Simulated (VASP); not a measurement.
# ZrC in VASP: a series of runs

The runs below take ZrC through electric field gradients, with PBE.

Program: VASP 6.6.1. These are calculated values, not measurements. Logs are shortened: lines on timing, memory, paths and dates and some standing lists are left out, and cuts for length are marked.

### 1 The cell of the first run

The structure is cubic, space group Fm-3m (No. 225). Conventional cell: a = 4.793 Å, b = 4.793 Å, c = 4.793 Å, α = 90.00°, β = 90.00°, γ = 90.00°. Zr (site symmetry m-3m) has 6 C at 2.40 Å within 3.2 Å. Within 3.2 Å of C (site symmetry m-3m) lie 6 Zr at 2.40 Å.

### 2 Electric field gradients, PBE (volume scaled by 1.06)

The input, INCAR:

```
SYSTEM = ZrC
PREC = Accurate ; ENCUT = 520
EDIFF = 1E-8 ; ISMEAR = -1
SIGMA = 0.05 ; LREAL = .False.
LASPH = .True. ; NELM = 80
ALGO = Normal ; ISIF = 2
LWAVE = .False. ; LCHARG = .False.
GGA = PE ; LEFG = .True.
NBANDS = 15
```

The input, KPOINTS:

```
Automatic mesh
0
Gamma
  15 15 15
  0 0 0
```

The input, POSCAR:

```
ZrC
1.0
    0.0000000000      2.3963042514      2.3963042514
    2.3963042514      0.0000000000      2.3963042514
    2.3963042514      2.3963042514      0.0000000000
Zr C
1 1
Direct
    0.5000000000      0.5000000000      0.5000000000
    0.0000000000      0.0000000000      0.0000000000
```

Potentials or basis: VASP PAW PBE potentials, release 64 (Zr_sv, C).

Started as:

```console
$ cat potpaw_PBE.64/Zr_sv/POTCAR potpaw_PBE.64/C/POTCAR > POTCAR
$ mpirun -np 1 vasp_std > vasp.out
```

OUTCAR:

```text
SYSTEM = ZrC
   PREC = Accurate
   ENCUT = 520
   EDIFF = 1E-8
   ISMEAR = -1
   LREAL = .False.
   LASPH = .True.
   NELM = 80
   ISIF = 2
   GGA = PE

 ion  position               nearest neighbor table
   1  0.500  0.500  0.500-   2 2.40   2 2.40   2 2.40   2 2.40   2 2.40   2 2.40
   2  0.000  0.000  0.000-   1 2.40   1 2.40   1 2.40   1 2.40   1 2.40   1 2.40

  LATTYP: Found a face centered cubic cell.
 ALAT       =     4.7926085028

  Lattice vectors:

 A1 = (   0.0000000000,   2.3963042514,   2.3963042514)
 A2 = (   2.3963042514,   0.0000000000,   2.3963042514)
 A3 = (   2.3963042514,   2.3963042514,   0.0000000000)

Analysis of symmetry for initial positions (statically):
=====================================================================
 Subroutine PRICEL returns:
 Original cell was already a primitive cell.

 Routine SETGRP: Setting up the symmetry group for a
 face centered cubic supercell.

 Subroutine GETGRP returns: Found 48 space group operations
 (whereof 48 operations were pure point group operations)
 out of a pool of 48 trial point group operations.

The static configuration has the point symmetry O_h .

Analysis of symmetry for dynamics (positions and initial velocities):
=====================================================================
 Subroutine PRICEL returns:
 Original cell was already a primitive cell.

 Routine SETGRP: Setting up the symmetry group for a
 face centered cubic supercell.

 Subroutine GETGRP returns: Found 48 space group operations
 (whereof 48 operations were pure point group operations)
 out of a pool of 48 trial point group operations.

The dynamic configuration has the point symmetry O_h .

 Subroutine INISYM returns: Found 48 space group operations
 (whereof 48 operations are pure point group operations),
 and found     1 'primitive' translations

----------------------------------------------------------------------------------------

                                     Primitive cell

  volume of cell :      27.5205

  direct lattice vectors                    reciprocal lattice vectors
     0.000000000  2.396304251  2.396304251    -0.208654640  0.208654640  0.208654640
     2.396304251  0.000000000  2.396304251     0.208654640 -0.208654640  0.208654640
     2.396304251  2.396304251  0.000000000     0.208654640  0.208654640 -0.208654640

  length of vectors
     3.388885972  3.388885972  3.388885972     0.361400437  0.361400437  0.361400437

  position of ions in fractional coordinates (direct lattice)
     0.500000000  0.500000000  0.500000000
     0.000000000  0.000000000  0.000000000

  ion indices of the primitive-cell ions
   primitive index   ion index
                 1           1
                 2           2

----------------------------------------------------------------------------------------

 KPOINTS: Automatic mesh

Automatic generation of k-mesh.
 Grid dimensions read from file:
 generate k-points for:   15   15   15

 Generating k-lattice:

  Cartesian coordinates                     Fractional coordinates (reciprocal lattice)
    -0.013910309  0.013910309  0.013910309     0.066666667  0.000000000  0.000000000
     0.013910309 -0.013910309  0.013910309     0.000000000  0.066666667  0.000000000
     0.013910309  0.013910309 -0.013910309     0.000000000  0.000000000  0.066666667

  Length of vectors
     0.024093362  0.024093362  0.024093362

  Shift w.r.t. Gamma in fractional coordinates (k-lattice)
     0.000000000  0.000000000  0.000000000

 Subroutine IBZKPT returns following result:
 ===========================================

 Found    120 irreducible k-points:

 Following reciprocal coordinates:
            Coordinates               Weight
  0.000000  0.000000  0.000000      1.000000
  0.066667  0.000000  0.000000      8.000000
  0.133333  0.000000  0.000000      8.000000
  0.200000  0.000000  0.000000      8.000000
  0.266667  0.000000  0.000000      8.000000
  0.333333  0.000000  0.000000      8.000000
[... 16 lines left out ...]
  0.133333  0.133333  0.000000      6.000000
  0.200000  0.133333  0.000000     24.000000
 [... further k-points ...]
   k-points           NKPTS =    120   k-points in BZ     NKDIM =    120   number of bands    NBANDS=     15
   number of dos      NEDOS =    301   number of ions     NIONS =      2
   total plane-waves  NPLWV =  21952
   dimension x,y,z NGX =    28 NGY =   28 NGZ =   28
   dimension x,y,z NGXF=    56 NGYF=   56 NGZF=   56
   ions per type =               1   1
   NGX,Y,Z   is equivalent  to a cutoff of  13.74, 13.74, 13.74 a.u.
   NGXF,Y,Z  is equivalent  to a cutoff of  27.47, 27.47, 27.47 a.u.
 SYSTEM =  ZrC
   PREC   = accura    normal or accurate (medium, high low for compatibility)
   ISTART =      0    job   : 0-new  1-cont  2-samecut
   ICHARG =      2    charge: 1-file 2-atom 10-const
   ISPIN  =      1    spin polarized calculation?
   LNONCOLLINEAR =      F non collinear calculations
   LSORBIT =      F    spin-orbit coupling
   LASPH  =      T    aspherical Exc in radial PAW
   ENCUT  =  520.0 eV  38.22 Ry    6.18 a.u.   6.30  6.30  6.30*2*pi/ulx,y,z
   NELM   =     80;   NELMIN=  2; NELMDL= -5     # of ELM steps
   EDIFF  = 0.1E-07   stopping-criterion for ELM
   LREAL  =      F    real-space projection
   EDIFFG = 0.1E-06   stopping-criterion for IOM
   NSW    =      0    number of steps for IOM
   IBRION =     -1    ionic relax: 0-MD 1-quasi-New 2-CG
   NFREE  =      0    steps in history (QN), initial steepest desc. (CG)
   ISIF   =      2    stress and relaxation
   ISYM   =      2    0-nonsym 1-usesym 2-fastsym
   POTIM  = 0.5000    time-step for ionic-motion
   TEBEG  =    0.0;   TEEND  =   0.0 temperature during run
   PSTRESS=    0.0 pullay stress
   NELECT =      16.0000    total number of electrons
   NUPDOWN=      -1.0000    fix difference up-down
   EMIN   =  10.00;   EMAX   =-10.00  energy-range for DOS
   EFERMI =   0.00;   METHOD = LEGACY
   ISMEAR =    -1;   SIGMA  =   0.05  broadening in eV -4-tet -1-fermi 0-gaus
   EFERMI_NEDOS =   21; number of points for ismear=-14 and -15
   IALGO  =     38    algorithm
   IMIX   =      4    mixing-type and parameters
     AMIX     =   0.40;   BMIX     =  1.00
     AMIX_MAG =   1.60;   BMIX_MAG =  1.00
  volume/ion in A,a.u.               =      13.76        92.86
  Fermi-wavevector in a.u.,A,eV,Ry     =   1.366353  2.582032 25.400990  1.866920
  Thomas-Fermi vector in A             =   2.492501
   LORBIT       =      0    0 simple, 1 ext, 2 COOP (PROOUT), +10 PAW based schemes
   GGA     = PE    functional components
   LHFCALC =     F    Hartree Fock is set to
   AEXX    =    0.0000 exact exchange contribution
   IVDW    =     0    specifies the selected vdW correction
   LEPSILON=     F    determine dielectric tensor
   LRPA    =     F    only Hartree local field effects (RPA)
 non-spin polarized calculation
  energy-cutoff  :      520.00
  volume of cell :       27.52
 maximum number of plane-waves:       754
 NGX is ok and might be reduce to    28
   NGX = 13   NGY = 13   NGZ = 13

 number of electron      16.0000000 magnetization

 Free energy of the ion-electron system (eV)
  ---------------------------------------------------
  ext. energy  EPLUGINS =         0.00000000
  ---------------------------------------------------
  free energy    TOTEN  =       -19.41666793 eV

  energy without entropy =      -19.41380529  energy(sigma->0) =      -19.41523661

 E-fermi :   8.9452     XC(G=0): -11.8481

 val. band max:        8.8860127631   @ k =  -0.0667   0.0667   0.0000
 cond. band min:       8.9456955892   @ k =   0.4667   0.4667   0.0000
 fundamental gap:      0.0596828260
 Fermi energy:         8.9452100949

 k-point     1 :       0.0000    0.0000    0.0000
  band No.  band energies     occupation
      1     -39.3785      2.00000
      2     -17.1216      2.00000
      3     -17.1216      2.00000
      4     -17.1216      2.00000
      5      -2.1401      2.00000
      6       9.8758      0.00000
      7       9.8758      0.00000
      8       9.8758      0.00000
      9      10.0249      0.00000
     10      10.0249      0.00000
     11      10.0249      0.00000
     12      11.5994      0.00000
     13      11.5994      0.00000
     14      15.6137      0.00000
[... 401 lines left out ...]
      2     -17.3151      2.00000
      3     -17.1788      2.00000
      4     -17.1715      2.00000
      5      -1.4273      2.00000
      6       6.7471      2.00000
      7       8.3177      1.99999
      8       8.5479      1.99929
      9       9.5425      0.00001
     10      11.7339      0.00000
     11      12.1285      0.00000
     12      12.7021      0.00000
     13      14.3961      0.00000
     14      17.7288      0.00000
     15      21.2811      0.00000

 [... further k-points ...]

------------------------ aborting loop because EDIFF is reached ----------------------------------------

  FORCE on cell =-STRESS in cart. coord.  units (eV):
  Direction    XX          YY          ZZ          XY          YZ          ZX
  --------------------------------------------------------------------------------------
  -------------------------------------------------------------------------------------
  Total       -1.7818719     -1.7818719     -1.7818719      0.0000000      0.0000000     -0.0000000
  in kB     -103.7364044   -103.7364044   -103.7364044      0.0000000      0.0000000     -0.0000000
  external PRESSURE =    -103.7364044 kB  Pullay stress =       0.0000000 kB

 VOLUME and BASIS-vectors are now :
 -----------------------------------------------------------------------------
  energy-cutoff  :      520.00
  volume of cell :       27.52
      direct lattice vectors                 reciprocal lattice vectors
     0.000000000  2.396304251  2.396304251    -0.208654640  0.208654640  0.208654640
     2.396304251  0.000000000  2.396304251     0.208654640 -0.208654640  0.208654640
     2.396304251  2.396304251  0.000000000     0.208654640  0.208654640 -0.208654640

 POSITION                                       TOTAL-FORCE (eV/Angst)
 -----------------------------------------------------------------------------------
      2.39630      2.39630      2.39630        -0.000000     -0.000000     -0.000000
      0.00000      0.00000      0.00000         0.000000      0.000000      0.000000
 -----------------------------------------------------------------------------------
    total drift:                                0.000000      0.000000      0.000000

  FREE ENERGIE OF THE ION-ELECTRON SYSTEM (eV)
  ---------------------------------------------------
  free  energy   TOTEN  =       -19.4166679269 eV

  energy  without entropy=      -19.4138052947  energy(sigma->0) =      -19.41523661

 Electric field gradients (V/A^2)
---------------------------------------------------------------------
 ion       V_xx      V_yy      V_zz      V_xy      V_xz      V_yz
---------------------------------------------------------------------
   1       0.000     0.000     0.000    -0.000    -0.000    -0.000
   2      -0.000     0.000    -0.000    -0.000    -0.000    -0.000
---------------------------------------------------------------------

 Electric field gradients after diagonalization (V/A^2)
 (convention: |V_zz| > |V_xx| > |V_yy|)
----------------------------------------------------------------------
 ion       V_xx      V_yy      V_zz     asymmetry (V_yy - V_xx)/ V_zz
----------------------------------------------------------------------
   1       0.000     0.000    -0.000       0.000
   2       0.000     0.000    -0.001       0.000
----------------------------------------------------------------------

           NMR quadrupolar parameters

 Cq : quadrupolar parameter    Cq=e*Q*V_zz/h
 eta: asymmetry parameters     (V_yy - V_xx)/ V_zz
 Q  : nuclear electric quadrupole moment in mb (millibarn)
----------------------------------------------------------------------
 ion       Cq(MHz)       eta       Q (mb)
----------------------------------------------------------------------
   1      -0.000       0.000       1.000
   2      -0.000       0.000       1.000
----------------------------------------------------------------------
```

It took 62 s on 1 thread of AMD EPYC 7R13 (Zen 3), shared host; peak memory 0.16 GiB.

Results:

- Free energy: -19.4167 eV
- Pressure: -10.4 GPa
- Band gap on the k mesh: zero (band 8 reaches 9.88 eV, above the bottom of band 9 at 8.60 eV)

Levels at points of the mesh, in eV from the Fermi level:
```csv
k point,band 4,band 5,band 6,band 7,band 8,band 9,band 10,band 11,band 12,band 13
"(0.00, 0.00, 0.00)",-26.07,-11.09,0.93,0.93,0.93,1.08,1.08,1.08,2.65,2.65
```

Caveat: without QUAD_EFG the Cq values of the log hold for a quadrupole moment of 1 mb, not for the nuclei.

(Continued in part 2 of 2.)
